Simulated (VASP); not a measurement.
# SiC (F-43m) in VASP: a series of runs, part 2 of 2

VASP 6.6.1. Earlier steps stand in the parts before.

**3. Single point, PBEsol**

This run uses another cell than the first one, of 10.34 Å³/atom, 1.020 times its volume.

Input file INCAR:

```
SYSTEM = SiC
PREC = Accurate
ENCUT = 520
EDIFF = 1E-7
ISMEAR = 0
SIGMA = 0.02
LREAL = .FALSE.
LASPH = .TRUE.
NELM = 60
ALGO = Normal
ISIF = 2
LWAVE = .FALSE.
LCHARG = .FALSE.
GGA = PS
NBANDS = 11
```

Input file KPOINTS:

```
Automatic mesh
0
G
  12 12 12
  0 0 0
```

Input file POSCAR:

```
SiC
1.0
    0.0000000000      2.1783275166      2.1783275166
    2.1783275166      0.0000000000      2.1783275166
    2.1783275166      2.1783275166      0.0000000000
Si C
1 1
Direct
    0.0000000000      0.0000000000      0.0000000000
    0.7500000000      0.7500000000      0.7500000000
```

Potentials or basis: VASP PAW PBE potentials, release 64 (Si, C).

The run is started by

```console
$ cat potpaw_PBE.64/Si/POTCAR potpaw_PBE.64/C/POTCAR > POTCAR
$ mpirun -np 1 vasp_std > vasp.out
```

OUTCAR:

```text
SYSTEM = SiC
   PREC = Accurate
   ENCUT = 520
   EDIFF = 1E-7
   ISMEAR = 0
   LREAL = .FALSE.
   LASPH = .TRUE.
   NELM = 60
   ISIF = 2
   GGA = PS

 ion  position               nearest neighbor table
   1  0.000  0.000  0.000-   2 1.89   2 1.89   2 1.89   2 1.89
   2  0.750  0.750  0.750-   1 1.89   1 1.89   1 1.89   1 1.89

  LATTYP: Found a face centered cubic cell.
 ALAT       =     4.3566550332

  Lattice vectors:

 A1 = (   0.0000000000,   2.1783275166,   2.1783275166)
 A2 = (   2.1783275166,   0.0000000000,   2.1783275166)
 A3 = (   2.1783275166,   2.1783275166,   0.0000000000)

Analysis of symmetry for initial positions (statically):
=====================================================================
 Subroutine PRICEL returns:
 Original cell was already a primitive cell.

 Routine SETGRP: Setting up the symmetry group for a
 face centered cubic supercell.

 Subroutine GETGRP returns: Found 24 space group operations
 (whereof 24 operations were pure point group operations)
 out of a pool of 48 trial point group operations.

The static configuration has the point symmetry T_d .

Analysis of symmetry for dynamics (positions and initial velocities):
=====================================================================
 Subroutine PRICEL returns:
 Original cell was already a primitive cell.

 Routine SETGRP: Setting up the symmetry group for a
 face centered cubic supercell.

 Subroutine GETGRP returns: Found 24 space group operations
 (whereof 24 operations were pure point group operations)
 out of a pool of 48 trial point group operations.

The dynamic configuration has the point symmetry T_d .

 Subroutine INISYM returns: Found 24 space group operations
 (whereof 24 operations are pure point group operations),
 and found     1 'primitive' translations

----------------------------------------------------------------------------------------

                                     Primitive cell

  volume of cell :      20.6728

  direct lattice vectors                    reciprocal lattice vectors
     0.000000000  2.178327517  2.178327517    -0.229533895  0.229533895  0.229533895
     2.178327517  0.000000000  2.178327517     0.229533895 -0.229533895  0.229533895
     2.178327517  2.178327517  0.000000000     0.229533895  0.229533895 -0.229533895

  length of vectors
     3.080620317  3.080620317  3.080620317     0.397564369  0.397564369  0.397564369

  position of ions in fractional coordinates (direct lattice)
     0.000000000  0.000000000  0.000000000
     0.750000000  0.750000000  0.750000000

  ion indices of the primitive-cell ions
   primitive index   ion index
                 1           1
                 2           2

----------------------------------------------------------------------------------------

 KPOINTS: Automatic mesh

Automatic generation of k-mesh.
 Grid dimensions read from file:
 generate k-points for:   12   12   12

 Generating k-lattice:

  Cartesian coordinates                     Fractional coordinates (reciprocal lattice)
    -0.019127825  0.019127825  0.019127825     0.083333333  0.000000000  0.000000000
     0.019127825 -0.019127825  0.019127825     0.000000000  0.083333333  0.000000000
     0.019127825  0.019127825 -0.019127825     0.000000000  0.000000000  0.083333333

  Length of vectors
     0.033130364  0.033130364  0.033130364

  Shift w.r.t. Gamma in fractional coordinates (k-lattice)
     0.000000000  0.000000000  0.000000000

 Subroutine IBZKPT returns following result:
 ===========================================

 Found     72 irreducible k-points:

 Following reciprocal coordinates:
            Coordinates               Weight
  0.000000  0.000000  0.000000      1.000000
  0.083333  0.000000  0.000000      8.000000
  0.166667  0.000000  0.000000      8.000000
  0.250000  0.000000  0.000000      8.000000
  0.333333  0.000000  0.000000      8.000000
  0.416667  0.000000  0.000000      8.000000
[... 16 lines left out ...]
  0.500000  0.166667  0.000000     24.000000
 -0.416667  0.166667  0.000000     24.000000
 [... further k-points ...]
   k-points           NKPTS =     72   k-points in BZ     NKDIM =     72   number of bands    NBANDS=     11
   number of dos      NEDOS =    301   number of ions     NIONS =      2
   total plane-waves  NPLWV =  13824
   dimension x,y,z NGX =    24 NGY =   24 NGZ =   24
   dimension x,y,z NGXF=    48 NGYF=   48 NGZF=   48
   ions per type =               1   1
   NGX,Y,Z   is equivalent  to a cutoff of  12.95, 12.95, 12.95 a.u.
   NGXF,Y,Z  is equivalent  to a cutoff of  25.90, 25.90, 25.90 a.u.
 SYSTEM =  SiC
   PREC   = accura    normal or accurate (medium, high low for compatibility)
   ISTART =      0    job   : 0-new  1-cont  2-samecut
   ICHARG =      2    charge: 1-file 2-atom 10-const
   ISPIN  =      1    spin polarized calculation?
   LNONCOLLINEAR =      F non collinear calculations
   LSORBIT =      F    spin-orbit coupling
   LASPH  =      T    aspherical Exc in radial PAW
   ENCUT  =  520.0 eV  38.22 Ry    6.18 a.u.   5.73  5.73  5.73*2*pi/ulx,y,z
   NELM   =     60;   NELMIN=  2; NELMDL= -5     # of ELM steps
   EDIFF  = 0.1E-06   stopping-criterion for ELM
   LREAL  =      F    real-space projection
   EDIFFG = 0.1E-05   stopping-criterion for IOM
   NSW    =      0    number of steps for IOM
   IBRION =     -1    ionic relax: 0-MD 1-quasi-New 2-CG
   NFREE  =      0    steps in history (QN), initial steepest desc. (CG)
   ISIF   =      2    stress and relaxation
   ISYM   =      2    0-nonsym 1-usesym 2-fastsym
   POTIM  = 0.5000    time-step for ionic-motion
   TEBEG  =    0.0;   TEEND  =   0.0 temperature during run
   PSTRESS=    0.0 pullay stress
   NELECT =       8.0000    total number of electrons
   NUPDOWN=      -1.0000    fix difference up-down
   EMIN   =  10.00;   EMAX   =-10.00  energy-range for DOS
   EFERMI =   0.00;   METHOD = LEGACY
   ISMEAR =     0;   SIGMA  =   0.02  broadening in eV -4-tet -1-fermi 0-gaus
   EFERMI_NEDOS =   21; number of points for ismear=-14 and -15
   IALGO  =     38    algorithm
   IMIX   =      4    mixing-type and parameters
     AMIX     =   0.40;   BMIX     =  1.00
     AMIX_MAG =   1.60;   BMIX_MAG =  1.00
  volume/ion in A,a.u.               =      10.34        69.75
  Fermi-wavevector in a.u.,A,eV,Ry     =   1.192994  2.254432 19.364289  1.423235
  Thomas-Fermi vector in A             =   2.329019
   LORBIT       =      0    0 simple, 1 ext, 2 COOP (PROOUT), +10 PAW based schemes
   GGA     = PS    functional components
   LHFCALC =     F    Hartree Fock is set to
   AEXX    =    0.0000 exact exchange contribution
   IVDW    =     0    specifies the selected vdW correction
   LEPSILON=     F    determine dielectric tensor
   LRPA    =     F    only Hartree local field effects (RPA)
 non-spin polarized calculation
 Gauss-broadening in eV      SIGMA  =   0.02
  energy-cutoff  :      520.00
  volume of cell :       20.67
 maximum number of plane-waves:       568
   NGX = 11   NGY = 11   NGZ = 11

 number of electron       8.0000001 magnetization

 Free energy of the ion-electron system (eV)
  ---------------------------------------------------
  ext. energy  EPLUGINS =         0.00000000
  ---------------------------------------------------
  free energy    TOTEN  =       -15.91509234 eV

  energy without entropy =      -15.91509234  energy(sigma->0) =      -15.91509234

 E-fermi :   8.1990     XC(G=0): -11.5089

 val. band max:        8.0668292901   @ k =   0.0000   0.0000   0.0000
 cond. band min:       9.2999377592   @ k =   0.5000   0.5000   0.0000
 fundamental gap:      1.2331084691
 Fermi energy:         8.1990494846

 k-point     1 :       0.0000    0.0000    0.0000
  band No.  band energies     occupation
      1      -7.3646      2.00000
      2       8.0668      2.00000
      3       8.0668      2.00000
      4       8.0668      2.00000
      5      14.2649      0.00000
      6      15.3158      0.00000
      7      15.3158      0.00000
      8      15.3158      0.00000
      9      22.5286      0.00000
     10      22.5286      0.00000
     11      24.3439      0.00000
[... 309 lines left out ...]
 k-point    24 :      -0.4167    0.1667    0.0000
  band No.  band energies     occupation
      1      -3.4332      2.00000
      2      -0.0023      2.00000
      3       4.9556      2.00000
      4       6.5445      2.00000
      5      13.1146      0.00000
      6      15.7286      0.00000
      7      16.5334      0.00000
      8      19.1788      0.00000
      9      22.6390      0.00000
     10      23.3924      0.00000
     11      26.0898      0.00000

 [... further k-points ...]

------------------------ aborting loop because EDIFF is reached ----------------------------------------

  FORCE on cell =-STRESS in cart. coord.  units (eV):
  Direction    XX          YY          ZZ          XY          YZ          ZX
  --------------------------------------------------------------------------------------
  -------------------------------------------------------------------------------------
  Total        0.0486043      0.0486043      0.0486043      0.0000000      0.0000000      0.0000000
  in kB        3.7669169      3.7669169      3.7669169      0.0000000      0.0000000      0.0000000
  external PRESSURE =       3.7669169 kB  Pullay stress =       0.0000000 kB

 VOLUME and BASIS-vectors are now :
 -----------------------------------------------------------------------------
  energy-cutoff  :      520.00
  volume of cell :       20.67
      direct lattice vectors                 reciprocal lattice vectors
     0.000000000  2.178327517  2.178327517    -0.229533895  0.229533895  0.229533895
     2.178327517  0.000000000  2.178327517     0.229533895 -0.229533895  0.229533895
     2.178327517  2.178327517  0.000000000     0.229533895  0.229533895 -0.229533895

 POSITION                                       TOTAL-FORCE (eV/Angst)
 -----------------------------------------------------------------------------------
      0.00000      0.00000      0.00000        -0.000000     -0.000000     -0.000000
      3.26749      3.26749      3.26749         0.000000      0.000000      0.000000
 -----------------------------------------------------------------------------------
    total drift:                               -0.000000     -0.000000     -0.000000

  FREE ENERGIE OF THE ION-ELECTRON SYSTEM (eV)
  ---------------------------------------------------
  free  energy   TOTEN  =       -15.9150923387 eV

  energy  without entropy=      -15.9150923387  energy(sigma->0) =      -15.91509234
```

Run time: 12 s. Hardware: 1 thread of Intel Xeon Platinum 8259CL at 2.50GHz (Skylake/Cascade Lake), shared host; peak memory 0.14 GiB.

What came out:

| Item | Value |
| --- | --- |
| Free energy | -15.9151 eV |
| Pressure | 0.4 GPa |
| Band gap on the k mesh | 1.23 eV, indirect (least direct gap 4.44 eV) |

Levels at points of the mesh, in eV from the valence-band top:
```
           k point  band 1  band 2  band 3  band 4  band 5  band 6  band 7  band 8
(0.00, 0.00, 0.00)  -15.43    0.00    0.00    0.00    6.20    7.25    7.25    7.25
(0.50, 0.00, 0.00)  -11.82   -8.60   -1.06   -1.06    5.38    7.14    7.14    9.92
(0.50, 0.50, 0.00)  -10.36   -7.84   -3.21   -3.21    1.23    4.20   13.97   13.97
```

Caveat: the PAW data sets were made with another functional, which shifts forces and pressure a little.

**4. Single point, PBEsol**

This run uses another cell than the first one, of 10.34 Å³/atom, 1.020 times its volume.

Input file INCAR:

```
SYSTEM = SiC
PREC = Accurate ; ENCUT = 520
EDIFF = 1E-6 ; ISMEAR = 0
SIGMA = 0.01 ; LREAL = .FALSE.
LASPH = .TRUE. ; NELM = 100
ALGO = Normal ; ISIF = 2
LWAVE = .FALSE. ; LCHARG = .TRUE.
GGA = PS ; LELF = .TRUE.
LVHAR = .TRUE. ; NBANDS = 11
```

KPOINTS is that of step 3.

Input file POSCAR:

```
SiC
1.0
    0.0000000000      2.1784070452      2.1784070452
    2.1784070452      0.0000000000      2.1784070452
    2.1784070452      2.1784070452      0.0000000000
Si C
1 1
Direct
    0.0000000000      0.0000000000      0.0000000000
    0.7500000000      0.7500000000      0.7500000000
```

The run is started by

```console
$ cat potpaw_PBE.64/Si/POTCAR potpaw_PBE.64/C/POTCAR > POTCAR
$ mpirun -np 1 vasp_std > vasp.out
```

Wall time 10 s (1 thread of Intel Xeon Platinum 8259CL at 2.50GHz (Skylake/Cascade Lake), shared host); peak memory 0.14 GiB.

Results (log left out):

- Free energy: -15.9151 eV
- Pressure: 0.4 GPa
- Band gap on the k mesh: 1.23 eV, indirect (least direct gap 4.44 eV)

Levels at points of the mesh, in eV from the valence-band top:
| k point | band 1 | band 2 | band 3 | band 4 | band 5 | band 6 | band 7 | band 8 |
| --- | --- | --- | --- | --- | --- | --- | --- | --- |
| (0.00, 0.00, 0.00) | -15.43 | 0.00 | 0.00 | 0.00 | 6.20 | 7.25 | 7.25 | 7.25 |
| (0.50, 0.00, 0.00) | -11.82 | -8.60 | -1.06 | -1.06 | 5.38 | 7.14 | 7.14 | 9.92 |
| (0.50, 0.50, 0.00) | -10.36 | -7.84 | -3.21 | -3.21 | 1.23 | 4.20 | 13.96 | 13.96 |

Caveat: the PAW data sets were made with another functional, which shifts forces and pressure a little. A hybrid or GW would open this gap; PBEsol tends to underestimate it.

**5. Single point, PBEsol (volume scaled by 1.02)**

Input file INCAR:

```
SYSTEM = SiC
PREC     = Accurate       ! precision mode
ENCUT    = 520            ! plane-wave cutoff, eV
EDIFF    = 1E-7           ! SCF threshold, eV
ISMEAR   = 0              ! smearing method
SIGMA    = 0.01           ! smearing width, eV
LREAL    = .FALSE.        ! projectors in reciprocal space
LASPH    = .TRUE.         ! aspherical terms in the spheres
NELM     = 60             ! most SCF steps
ALGO     = Normal         ! electronic algorithm
ISIF     = 2              ! what is computed and relaxed
LWAVE    = .FALSE.        ! write WAVECAR
LCHARG   = .FALSE.        ! write CHGCAR
GGA      = PS             ! functional
NBANDS   = 11             ! bands
```

KPOINTS is that of step 4.

Input file POSCAR:

```
SiC
1.0
    0.0000000000      2.1928340023      2.1928340023
    2.1928340023      0.0000000000      2.1928340023
    2.1928340023      2.1928340023      0.0000000000
Si C
1 1
Direct
    0.0000000000      0.0000000000      0.0000000000
    0.7500000000      0.7500000000      0.7500000000
```

Potentials or basis: VASP PAW PBE potentials, release 64 (Si, C).

The run is started by

```console
$ cat potpaw_PBE.64/Si/POTCAR potpaw_PBE.64/C/POTCAR > POTCAR
$ mpirun -np 1 vasp_std > vasp.out
```

OUTCAR:

```text
SYSTEM = SiC
   PREC = Accurate
   ENCUT = 520
   EDIFF = 1E-7
   ISMEAR = 0
   LREAL = .FALSE.
   LASPH = .TRUE.
   NELM = 60
   ISIF = 2
   GGA = PS

 ion  position               nearest neighbor table
   1  0.000  0.000  0.000-   2 1.90   2 1.90   2 1.90   2 1.90
   2  0.750  0.750  0.750-   1 1.90   1 1.90   1 1.90   1 1.90

  LATTYP: Found a face centered cubic cell.
 ALAT       =     4.3856680046

  Lattice vectors:

 A1 = (   0.0000000000,   2.1928340023,   2.1928340023)
 A2 = (   2.1928340023,   0.0000000000,   2.1928340023)
 A3 = (   2.1928340023,   2.1928340023,   0.0000000000)

Analysis of symmetry for initial positions (statically):
=====================================================================
 Subroutine PRICEL returns:
 Original cell was already a primitive cell.

 Routine SETGRP: Setting up the symmetry group for a
 face centered cubic supercell.

 Subroutine GETGRP returns: Found 24 space group operations
 (whereof 24 operations were pure point group operations)
 out of a pool of 48 trial point group operations.

The static configuration has the point symmetry T_d .

Analysis of symmetry for dynamics (positions and initial velocities):
[... 171 lines left out ...]
      4       7.8446      2.00000
      5      13.8117      0.00000
      6      14.9579      0.00000
      7      14.9579      0.00000
      8      14.9579      0.00000
      9      22.1906      0.00000
     10      22.1906      0.00000
     11      23.8158      0.00000
[... 309 lines left out ...]
 k-point    24 :      -0.4167    0.1667    0.0000
  band No.  band energies     occupation
      1      -3.5769      2.00000
      2      -0.1289      2.00000
      3       4.7583      2.00000
      4       6.3347      2.00000
      5      12.8279      0.00000
      6      15.3518      0.00000
      7      16.2083      0.00000
      8      18.7701      0.00000
      9      22.2255      0.00000
     10      23.0000      0.00000
     11      25.6406      0.00000

 [... further k-points ...]

------------------------ aborting loop because EDIFF is reached ----------------------------------------

  FORCE on cell =-STRESS in cart. coord.  units (eV):
  Direction    XX          YY          ZZ          XY          YZ          ZX
  --------------------------------------------------------------------------------------
  -------------------------------------------------------------------------------------
  Total       -0.5115124     -0.5115124     -0.5115124     -0.0000000     -0.0000000     -0.0000000
  in kB      -38.8614917    -38.8614917    -38.8614917     -0.0000000     -0.0000000     -0.0000000
  external PRESSURE =     -38.8614917 kB  Pullay stress =       0.0000000 kB

 VOLUME and BASIS-vectors are now :
 -----------------------------------------------------------------------------
  energy-cutoff  :      520.00
  volume of cell :       21.09
      direct lattice vectors                 reciprocal lattice vectors
     0.000000000  2.192834002  2.192834002    -0.228015435  0.228015435  0.228015435
     2.192834002  0.000000000  2.192834002     0.228015435 -0.228015435  0.228015435
     2.192834002  2.192834002  0.000000000     0.228015435  0.228015435 -0.228015435

 POSITION                                       TOTAL-FORCE (eV/Angst)
 -----------------------------------------------------------------------------------
      0.00000      0.00000      0.00000         0.000000      0.000000      0.000000
      3.28925      3.28925      3.28925        -0.000000     -0.000000     -0.000000
 -----------------------------------------------------------------------------------
    total drift:                               -0.000000     -0.000000     -0.000000

  FREE ENERGIE OF THE ION-ELECTRON SYSTEM (eV)
  ---------------------------------------------------
  free  energy   TOTEN  =       -15.9105532419 eV

  energy  without entropy=      -15.9105532419  energy(sigma->0) =      -15.91055324
```

stdout:

```text
POSCAR found type information on POSCAR SiC
 POSCAR found :  2 types and       2 ions
 scaLAPACK will be used
 -----------------------------------------------------------------------------
|                                                                             |
|                                                                             |
|     You enforced a specific xc type in the INCAR file but a different       |
|     I HOPE YOU KNOW WHAT YOU ARE DOING!                                     |
|                                                                             |
 -----------------------------------------------------------------------------

 LDA part: xc-table for (Slater+PW92), standard interpolation
 POSCAR, INCAR and KPOINTS ok, starting setup
 FFT: planning ... GRIDC
 FFT: planning ... GRID_SOFT
 FFT: planning ... GRID
 WAVECAR not read
 entering main loop
```

Run time: 9.5 s. Hardware: 1 thread of Intel Xeon Platinum 8259CL at 2.50GHz (Skylake/Cascade Lake), shared host; peak memory 0.13 GiB.

Results:

```yaml
Free_energy: -15.9106 eV
Pressure: -3.9 GPa
Band_gap_on_the_k_mesh: 1.25 eV, indirect (least direct gap 4.42 eV)
```

Caveat: the cell differs from its parent crystal (volume scaled by 1.02); the PAW data sets were made with another functional, which shifts forces and pressure a little. A k mesh can miss the band edges.

**6. The runs side by side**

```tsv
cell	smearing	gap on the mesh (eV)	pressure (GPa)
a = 3.060 Å, angles 60.0°, 2 atoms	gaussian 0.01 eV	1.21	5.0
a = 3.081 Å, angles 60.0°, 2 atoms	gaussian 0.02 eV	1.23	0.4
a = 3.081 Å, angles 60.0°, 2 atoms	gaussian 0.01 eV	1.23	0.4
a = 3.101 Å, angles 60.0°, 2 atoms	gaussian 0.01 eV	1.25	-3.9
```

Alike in all rows: task single point; level PBEsol; potentials or basis VASP PAW PBE potentials, release 64 (Si, C); no spin polarisation; k mesh 12 × 12 × 12; cutoff (eV) 520.

Caveats: the PAW data sets were made with another functional, which shifts forces and pressure a little.

Total energies depend on the potentials used, so only differences within one code and one set of settings carry meaning.

**7. How close it comes**

Step 3. Against the measured gap of SiC, 2.4 eV (indirect; quoted in “Insight into the structural, elastic and electronic properties of a new orthorhombic 6O-SiC polytype”, 2020, pmc:7200658), the calculated 1.23 eV is off by -1.17 eV. The value is that of PBEsol on a finite k mesh, which can miss the band edges, without temperature or zero-point motion. Semilocal functionals fall short of measured gaps as a rule.
